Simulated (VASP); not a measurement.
Input of a VASP 6.6.1 run:

The input INCAR:

```
SYSTEM = In3Se
PREC = Accurate ; ENCUT = 520
EDIFF = 1E-6 ; ISMEAR = 0
SIGMA = 0.15 ; LREAL = .False.
LASPH = .True. ; NELM = 100
ALGO = Normal ; ISIF = 2
LWAVE = .False. ; LCHARG = .False.
GGA = PS ; IVDW = 12
NBANDS = 30
```

KPOINTS

```
Automatic mesh
0
Gamma
  10 10 10
  0 0 0
```

Contents of POSCAR:

```
In3Se
1.0
    4.4664135121      0.0000000000      0.0000000000
    0.0000000000      4.4664135121      0.0000000000
    0.0000000000      0.0000000000      4.7433311498
In Se
3 1
Direct
    0.0000000000      0.5000000000      0.5000000000
    0.5000000000      0.0000000000      0.5000000000
    0.5000000000      0.5000000000      0.0000000000
    0.0000000000      0.0000000000      0.0000000000
```

Potentials or basis: VASP PAW PBE potentials, release 64 (In_d, Se).

Command:

```bash
$ cat potpaw_PBE.64/In_d/POTCAR potpaw_PBE.64/Se/POTCAR > POTCAR
$ mpirun -np 1 vasp_std > vasp.out
```

Task: What does it give for the dispersion energy per atom?

Result: -0.378 eV.

Task: Predict the pressure.

Result: 1.1 GPa.

Task: Estimate the band gap on the k mesh.

Result: Zero (an odd number of electrons rules out a gap without spin polarisation).

Stress tensor (GPa, compression positive):
```
1.30 0.00 0.00
0.00 1.30 0.00
0.00 0.00 0.66
```

Caveat: the PAW data sets were made with another functional, which shifts forces and pressure a little; spin-orbit coupling is left out, which moves the levels of the heavy elements.
